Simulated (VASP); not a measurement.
Crystal: GaSb4.

```xyz
5
Lattice="4.5054 0.0000 0.0000 0.0000 4.5054 0.0000 0.0000 0.0000 7.8311" Properties=species:S:1:pos:R:3 pbc="T T T"
Ga    2.2527    2.2527    0.0000
Sb    0.0000    2.2527    5.6918
Sb    2.2527    0.0000    5.6918
Sb    0.0000    2.2527    2.1393
Sb    2.2527    0.0000    2.1393
```

The cell was generated, and may not be a known phase.

| Property | Result |
| --- | --- |
| Program | VASP 6.6.1 |
| Task | relaxation of cell and atoms |
| Functional | PBE |
| Potentials or basis | VASP PAW PBE potentials, release 64 (Ga_d, Sb) |
| Cutoff | 600 eV |
| k mesh | 4 × 4 × 2 |
| Occupations | gaussian, width 0.1 eV |
| Spin | no spin polarisation |

At the start: pressure -3.3 GPa; volume 31.79 Å³/atom.

**Question.** How do energy, volume and symmetry change on relaxing?

**Answer.** Over 15 steps the energy falls by 104.8 meV/atom and the volume is 29.55 Å³/atom (-7.1 %); space group P4/mmm (No. 123, to 0.1 Å) before and after.

The path:
```tsv
step	energy change (eV)	largest force (eV/Å)	pressure (GPa)	volume (Å³)
1	0.0000	0.2238	-3.33	158.96
2	-0.1824	0.3204	0.59	144.23
3	-0.1824	0.3175	0.51	144.47
4	-0.2805	0.5551	0.55	143.58
5	-0.3837	0.5242	1.03	142.17
6	-0.3985	0.4875	1.43	141.54
7	-0.4458	0.2897	0.55	144.54
8	-0.4521	0.1899	0.22	146.03
9	-0.4832	0.1741	-0.20	147.35
10	-0.5066	0.1381	-0.93	150.02
11	-0.5083	0.1365	-1.06	150.69
12	-0.5220	0.0257	0.30	147.02
13	-0.5233	0.0490	0.00	147.80
14	-0.5233	0.0508	-0.04	147.86
15	-0.5239	0.0130	0.06	147.73
```

Final structure:
```
Ga Sb
1.0
     4.48353    0.00000    0.00000
     0.00000    4.48353    0.00000
     0.00000    0.00000    7.34924
Ga Sb
1 4
Direct
  0.50000 0.50000 0.00000
  0.00000 0.50000 0.70452
  0.50000 0.00000 0.70452
  0.00000 0.50000 0.29548
  0.50000 0.00000 0.29548
```

Caveat: the k points lie up to 0.43 Å⁻¹ apart in the final cell, too coarse for converged energies and pressures of a metal; the highest band is partly filled, so the run has too few bands; an odd number of electrons without spin polarisation forces a metal; a magnetic or distorted state may lie lower.
